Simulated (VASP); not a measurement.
Here is a VASP 6.6.1 calculation.

File INCAR:

```
PREC     = Accurate       # precision mode
ENCUT    = 600            # plane-wave cutoff, eV
EDIFF    = 1E-6           # SCF threshold, eV
ISMEAR   = -1             # smearing method
SIGMA    = 0.1            # smearing width, eV
LREAL    = False          # projectors in reciprocal space
LASPH    = True           # aspherical terms in the spheres
NELM     = 60             # most SCF steps
ALGO     = Normal         # electronic algorithm
ISIF     = 3              # what is computed and relaxed
LWAVE    = False          # write WAVECAR
LCHARG   = False          # write CHGCAR
IBRION   = 2              # ionic algorithm
NSW      = 60             # ionic steps
EDIFFG   = -0.02          # ionic threshold
```

Contents of KPOINTS:

```
regular mesh
0
Gamma
  9 9 5
```

Contents of POSCAR:

```
Re
1.0
    2.7500000000      0.0000000000      0.0000000000
   -1.3750000000      2.3815698604      0.0000000000
    0.0000000000      0.0000000000      4.4907500000
Re
2
Direct
    0.3333333333      0.6666666667      0.2500000000
    0.6666666667      0.3333333333      0.7500000000
```

Potentials or basis: VASP PAW LDA potentials, release 64 (Re).

Command:

```sh
$ cat potpaw_LDA.64/Re/POTCAR > POTCAR
$ mpirun -np 1 vasp_std > vasp.out
```

(1) Estimate the relaxed cell.

(2) What does it give for the space group after relaxing (to 0.05 Å)?

(3) What does it give for the relaxed volume?

(4) Estimate the band gap on the k mesh.

Answers

(1) a = 2.746 Å, b = 2.746 Å, c = 4.411 Å, α = 90.00°, β = 90.00°, γ = 120.00°.

(2) P6_3/mmc (No. 194).

(3) 14.40 Å³/atom.

(4) zero (band 7 reaches 9.41 eV, above the bottom of band 8 at 6.51 eV).

Caveat: spin-orbit coupling is left out, which moves the levels of the heavy elements.
